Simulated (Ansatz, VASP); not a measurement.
# SiO2 in VASP and in Ansatz

```xyz
6
Lattice="4.1509 0.0000 0.0000 0.0000 4.1509 0.0000 0.0000 0.0000 2.6483" Properties=species:S:1:pos:R:3 pbc="T T T"
Si    0.0000    0.0000    0.0000
Si    2.0754    2.0754    1.3242
O     1.2697    1.2697    0.0000
O     0.8057    3.3452    1.3242
O     2.8811    2.8811    0.0000
O     3.3452    0.8057    1.3242
```

Alike in both runs: task relaxation of cell and atoms; functional r2SCAN; k mesh 4 × 4 × 7; occupations fermi-dirac, width 0.1458 eV; no spin polarisation.

|  | VASP | Ansatz |
| --- | --- | --- |
| version | VASP 6.6.1 | Ansatz 0.2.0 |
| potentials or method | VASP PAW PBE potentials, release 64 (Si, O), cutoff 600 eV | PAW plane waves |
| valence electrons in the cell | 32 | 32 |

VASP gave:

| Quantity | Value |
| --- | --- |
| gap on the k mesh at the Fermi level, each at its own relaxed structure (eV) | 6.50 |
| relaxed volume (Å³/atom) | 7.79 |
| relaxed length of the cell vector where the two differ most in proportion (Å) | 2.672 |

Task: Estimate Ansatz's values.

Result: gap on the k mesh at the Fermi level, each at its own relaxed structure (eV): 6.51; relaxed volume (Å³/atom): 7.79; relaxed length of the cell vector where the two differ most in proportion (Å): 2.669.

VASP's potentials were made for PBE, not for r2SCAN.
